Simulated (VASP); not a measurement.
Co:

```
Co
1.0
     2.47067    0.00000    0.00000
    -1.23534    2.13966    0.00000
     0.00000    0.00000    4.03602
Co
2
Direct
  0.33333 0.66667 0.74014
  0.66667 0.33333 0.25986
```

Base run:

```yaml
Program: VASP 6.6.1
Functional: LDA
Potentials_or_basis: VASP PAW LDA potentials, release 64 (Co_sv)
Cutoff: 600 eV
k_mesh: 12 × 12 × 7
Occupations: fermi-dirac, width 0.05 eV
Spin: collinear spin, ferromagnetic start
Starting_moments: "[2.0, 2.0] μB"
```

Its results: pressure -17.9 GPa; net moment 3.05 μB per cell; site moments Co +1.56 μB; largest force 0.493 eV/Å.

Problem. The run is repeated on the same cell with these changes: functional from LDA to PBEsol; potentials or basis from VASP PAW LDA potentials, release 64 (Co_sv) to VASP PAW PBE potentials, release 64 (Co_sv). What comes out?

Solution. Pressure -9.1 GPa; net moment 3.22 μB per cell; site moments Co +1.67 μB; largest force 0.511 eV/Å.

Caveats: the cell stands under tension; the PAW data sets were made with another functional, which shifts forces and pressure a little (at least some runs).
